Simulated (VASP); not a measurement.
# AlCo (zincblende type) (F-43m) in VASP: further runs

Runs on AlCo (zincblende type). Level: PBE. Tasks: single point, relaxation of cell and atoms.

Program: VASP 6.6.1. These are calculated values, not measurements. Logs are shortened: lines on timing, memory, paths and dates and some standing lists are left out, and cuts for length are marked.

## (1) The cell of the first run

The structure is cubic, space group F-43m (No. 216). Conventional cell: a = 4.296 Å, b = 4.296 Å, c = 4.296 Å, α = 90.00°, β = 90.00°, γ = 90.00°. Within 2.5 Å of Co (site symmetry -43m) lie 4 Al at 1.86 Å. Within 2.5 Å of Al (site symmetry -43m) lie 4 Co at 1.86 Å.

## (2) Single point, PBE

INCAR reads:

```
SYSTEM = AlCo
PREC = Accurate
ENCUT = 520
EDIFF = 1E-6
ISMEAR = -1
SIGMA = 0.05
LREAL = .FALSE.
LASPH = .TRUE.
NELM = 80
ALGO = Normal
ISIF = 2
LWAVE = .FALSE.
LCHARG = .TRUE.
GGA = PE
LELF = .TRUE.
LVHAR = .TRUE.
NBANDS = 13
```

KPOINTS reads:

```
Automatic mesh
0
G
  14 14 14
  0 0 0
```

POSCAR reads:

```
AlCo
1.0
    0.0000000000      2.1478915571      2.1478915571
    2.1478915571      0.0000000000      2.1478915571
    2.1478915571      2.1478915571      0.0000000000
Co Al
1 1
Direct
    0.0000000000      0.0000000000      0.0000000000
    0.2500000000      0.2500000000      0.2500000000
```

Potentials or basis: VASP PAW PBE potentials, release 64 (Co, Al).

Command:

```sh
> cat potpaw_PBE.64/Co/POTCAR potpaw_PBE.64/Al/POTCAR > POTCAR
> mpirun -np 1 vasp_std > vasp.out
```

OUTCAR:

```text
SYSTEM = AlCo
   PREC = Accurate
   ENCUT = 520
   EDIFF = 1E-6
   ISMEAR = -1
   LREAL = .FALSE.
   LASPH = .TRUE.
   NELM = 80
   ISIF = 2
   GGA = PE

 ion  position               nearest neighbor table
   1  0.000  0.000  0.000-   2 1.86   2 1.86   2 1.86   2 1.86
   2  0.250  0.250  0.250-   1 1.86   1 1.86   1 1.86   1 1.86

  LATTYP: Found a face centered cubic cell.
 ALAT       =     4.2957831142

  Lattice vectors:

 A1 = (   0.0000000000,   2.1478915571,   2.1478915571)
 A2 = (   2.1478915571,   0.0000000000,   2.1478915571)
 A3 = (   2.1478915571,   2.1478915571,   0.0000000000)

Analysis of symmetry for initial positions (statically):
=====================================================================
 Subroutine PRICEL returns:
 Original cell was already a primitive cell.

 Routine SETGRP: Setting up the symmetry group for a
 face centered cubic supercell.

 Subroutine GETGRP returns: Found 24 space group operations
 (whereof 24 operations were pure point group operations)
 out of a pool of 48 trial point group operations.

The static configuration has the point symmetry T_d .

Analysis of symmetry for dynamics (positions and initial velocities):
=====================================================================
 Subroutine PRICEL returns:
 Original cell was already a primitive cell.

 Routine SETGRP: Setting up the symmetry group for a
 face centered cubic supercell.

 Subroutine GETGRP returns: Found 24 space group operations
 (whereof 24 operations were pure point group operations)
 out of a pool of 48 trial point group operations.

The dynamic configuration has the point symmetry T_d .

 Subroutine INISYM returns: Found 24 space group operations
 (whereof 24 operations are pure point group operations),
 and found     1 'primitive' translations

----------------------------------------------------------------------------------------

                                     Primitive cell

  volume of cell :      19.8183

  direct lattice vectors                    reciprocal lattice vectors
     0.000000000  2.147891557  2.147891557    -0.232786426  0.232786426  0.232786426
     2.147891557  0.000000000  2.147891557     0.232786426 -0.232786426  0.232786426
     2.147891557  2.147891557  0.000000000     0.232786426  0.232786426 -0.232786426

  length of vectors
     3.037577371  3.037577371  3.037577371     0.403197918  0.403197918  0.403197918

  position of ions in fractional coordinates (direct lattice)
     0.000000000  0.000000000  0.000000000
[... 87 lines left out ...]
   TEBEG  =    0.0;   TEEND  =   0.0 temperature during run
   PSTRESS=    0.0 pullay stress
   NELECT =      12.0000    total number of electrons
   NUPDOWN=      -1.0000    fix difference up-down
   EMIN   =  10.00;   EMAX   =-10.00  energy-range for DOS
   EFERMI =   0.00;   METHOD = LEGACY
   ISMEAR =    -1;   SIGMA  =   0.05  broadening in eV -4-tet -1-fermi 0-gaus
   EFERMI_NEDOS =   21; number of points for ismear=-14 and -15
   IALGO  =     38    algorithm
   IMIX   =      4    mixing-type and parameters
     AMIX     =   0.40;   BMIX     =  1.00
     AMIX_MAG =   1.60;   BMIX_MAG =  1.00
  volume/ion in A,a.u.               =       9.91        66.87
  Fermi-wavevector in a.u.,A,eV,Ry     =   1.384989  2.617249 26.098610  1.918194
  Thomas-Fermi vector in A             =   2.509441
   LORBIT       =      0    0 simple, 1 ext, 2 COOP (PROOUT), +10 PAW based schemes
   GGA     = PE    functional components
   LHFCALC =     F    Hartree Fock is set to
   AEXX    =    0.0000 exact exchange contribution
   IVDW    =     0    specifies the selected vdW correction
   LEPSILON=     F    determine dielectric tensor
   LRPA    =     F    only Hartree local field effects (RPA)
 non-spin polarized calculation
  energy-cutoff  :      520.00
  volume of cell :       19.82
 maximum number of plane-waves:       545
   NGX = 11   NGY = 11   NGZ = 11

 number of electron      12.0000006 magnetization

 Free energy of the ion-electron system (eV)
  ---------------------------------------------------
  ext. energy  EPLUGINS =         0.00000000
  ---------------------------------------------------
  free energy    TOTEN  =        -3.89617602 eV

  energy without entropy =       -3.89149045  energy(sigma->0) =       -3.89383324

 E-fermi :  12.2415     XC(G=0): -12.7726

 val. band max:       12.1177102109   @ k =  -0.2857   0.4286   0.1429
 cond. band min:      12.2610741872   @ k =  -0.4286   0.1429   0.0714
 fundamental gap:      0.1433639764
 Fermi energy:        12.2415180273

 k-point     1 :       0.0000    0.0000    0.0000
  band No.  band energies     occupation
      1       1.1071      2.00000
      2       9.4409      2.00000
      3       9.4409      2.00000
      4       9.4409      2.00000
      5      10.5104      2.00000
      6      10.5104      2.00000
      7      22.7506      0.00000
      8      22.7506      0.00000
      9      22.7506      0.00000
     10      26.9883      0.00000
     11      26.9883      0.00000
     12      26.9883      0.00000
     13      29.1860      0.00000
[... 354 lines left out ...]
  band No.  band energies     occupation
      1       2.9495      2.00000
      2       8.9293      2.00000
      3       9.5565      2.00000
      4       9.7921      2.00000
      5      10.2234      2.00000
      6      10.8397      2.00000
      7      16.9779      0.00000
      8      19.7313      0.00000
      9      22.1088      0.00000
     10      22.9492      0.00000
     11      26.1727      0.00000
     12      28.8108      0.00000
     13      29.2891      0.00000

 [... further k-points ...]

------------------------ aborting loop because EDIFF is reached ----------------------------------------

  FORCE on cell =-STRESS in cart. coord.  units (eV):
  Direction    XX          YY          ZZ          XY          YZ          ZX
  --------------------------------------------------------------------------------------
  -------------------------------------------------------------------------------------
  Total       18.6938521     18.6938521     18.6938521      0.0000000      0.0000000      0.0000000
  in kB     1511.2709607   1511.2709607   1511.2709607      0.0000000      0.0000000      0.0000000
  external PRESSURE =    1511.2709607 kB  Pullay stress =       0.0000000 kB

 VOLUME and BASIS-vectors are now :
 -----------------------------------------------------------------------------
  energy-cutoff  :      520.00
  volume of cell :       19.82
      direct lattice vectors                 reciprocal lattice vectors
     0.000000000  2.147891557  2.147891557    -0.232786426  0.232786426  0.232786426
     2.147891557  0.000000000  2.147891557     0.232786426 -0.232786426  0.232786426
     2.147891557  2.147891557  0.000000000     0.232786426  0.232786426 -0.232786426

 POSITION                                       TOTAL-FORCE (eV/Angst)
 -----------------------------------------------------------------------------------
      0.00000      0.00000      0.00000        -0.000000     -0.000000     -0.000000
      1.07395      1.07395      1.07395         0.000000      0.000000      0.000000
 -----------------------------------------------------------------------------------
    total drift:                                0.000002      0.000002      0.000002

  FREE ENERGIE OF THE ION-ELECTRON SYSTEM (eV)
  ---------------------------------------------------
  free  energy   TOTEN  =        -3.8961760198 eV

  energy  without entropy=       -3.8914904515  energy(sigma->0) =       -3.89383324
```

Wall time 19 s (1 thread of Intel Xeon Platinum 8488C (Sapphire Rapids), shared host); peak memory 0.15 GiB.

What came out:

```yaml
Free_energy: -3.8962 eV
Pressure: 151.1 GPa
Band_gap_on_the_k_mesh: zero (band 6 reaches 12.62 eV, above the bottom of band 7 at 12.26 eV)
```

## (3) Single point, PBE

INCAR reads:

```
PREC = Accurate
ENCUT = 520
EDIFF = 1E-6
ISMEAR = -1
SIGMA = 0.05
LREAL = False
LASPH = True
NELM = 60
ALGO = Normal
ISIF = 2
LWAVE = False
LCHARG = True
GGA = PE
LELF = True
LVHAR = True
NBANDS = 13
```

KPOINTS reads:

```
regular mesh
0
Gamma
  14 14 14
```

POSCAR reads:

```
AlCo
1.0
    0.0000000000      2.1488072127      2.1488072127
    2.1488072127      0.0000000000      2.1488072127
    2.1488072127      2.1488072127      0.0000000000
Co Al
1 1
Direct
    0.0000000000      0.0000000000      0.0000000000
    0.2500000000      0.2500000000      0.2500000000
```

Potentials or basis: VASP PAW PBE potentials, release 64 (Co, Al).

Command:

```sh
> cat potpaw_PBE.64/Co/POTCAR potpaw_PBE.64/Al/POTCAR > POTCAR
> mpirun -np 1 vasp_std > vasp.out
```

Wall time 17 s (1 thread of Intel Xeon Platinum 8488C (Sapphire Rapids), shared host); peak memory 0.15 GiB.

It converged, with:

- Free energy: -3.9200 eV
- Pressure: 150.5 GPa
- Band gap on the k mesh: zero (band 6 reaches 12.59 eV, above the bottom of band 7 at 12.24 eV)

Levels at points of the mesh, in eV from the Fermi level:
```tsv
k point	band 4	band 5	band 6	band 7	band 8	band 9
(0.00, 0.00, 0.00)	-2.80	-1.73	-1.73	10.50	10.50	10.50
(0.50, 0.00, 0.00)	-2.80	-1.18	-1.18	0.06	8.91	8.91
(0.50, 0.50, 0.00)	-1.18	-1.18	-0.88	1.36	3.56	3.56
```

(Part 1 of 2 ends here.)
